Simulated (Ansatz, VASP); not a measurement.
# HgTe in VASP and in Ansatz

INCAR

```
SYSTEM = HgTe
PREC = Accurate ; ENCUT = 520
EDIFF = 1E-7 ; ISMEAR = 0
SIGMA = 0.15 ; LREAL = .FALSE.
LASPH = .TRUE. ; NELM = 100
ALGO = Normal ; ISIF = 2
LWAVE = .FALSE. ; LCHARG = .FALSE.
GGA = PS ; NBANDS = 16
```

KPOINTS

```
regular mesh
0
G
  14 14 14
  0 0 0
```

File POSCAR:

```
HgTe
1.0
    0.0000000000      3.2235000000      3.3846750000
    3.2235000000      0.0000000000      3.3846750000
    3.2235000000      3.2235000000      0.0000000000
Hg Te
1 1
Direct
    0.0000000000      0.0000000000      0.0000000000
    0.7500000000      0.7500000000      0.7500000000
```

Input for Ansatz:

```yaml
crystal:
  lattice:
    - [0.0, 3.2235, 3.384675]
    - [3.2235, 0.0, 3.384675]
    - [3.2235, 3.2235, 0.0]
  atoms:
    - { symbol: Hg, position: [0.0, 0.0, 0.0] }
    - { symbol: Te, position: [0.75, 0.75, 0.75] }
basis:
  ecutwfc: 420
kpoints:
  mp_grid: { grid: [14, 14, 14] }
hamiltonian:
  xc: pbesol
scf:
  occupations: { method: gaussian, width: 0.15 }
output:
  forces: true
  stress: true
  eigenvalues: true
  write_density: true
  write_potential: true
  elf: true
  volumetric_format: npy
```

Change from the starting cell: strain +0.000 along x and y, +0.050 along z, atoms carried along.

Alike in both runs: task single point; functional PBEsol; k mesh 14 × 14 × 14; occupations gaussian, width 0.15 eV; no spin polarisation.

|  | VASP | Ansatz |
| --- | --- | --- |
| version | VASP 6.6.1 | Ansatz 0.2.0 |
| potentials or method | VASP PAW PBE potentials, release 64 (Hg, Te), cutoff 520 eV | scalar-relativistic, plane waves, PAW |
| valence electrons in the cell | 18 | 36 |

VASP gave:

| Item | Value |
| --- | --- |
| gap on the k mesh at the Fermi level (eV) | none |
| pressure (GPa) | -0.7 |
| traceless stress, the component that is largest in VASP (GPa) | -0.58 |

**Question.** What did Ansatz give for the same quantities?

**Answer.** gap on the k mesh at the Fermi level (eV): none; pressure (GPa): -0.8; traceless stress, the component that is largest in VASP (GPa): -0.58.

VASP's potentials were made for PBE, not for PBEsol. A gap of «none» marks a metal or a gap that the smearing closes. VASP's potentials hold 18 valence electrons a cell and Ansatz's 36, so a difference there can come from the potentials and not from the codes.

Neither program's run includes spin-orbit coupling.
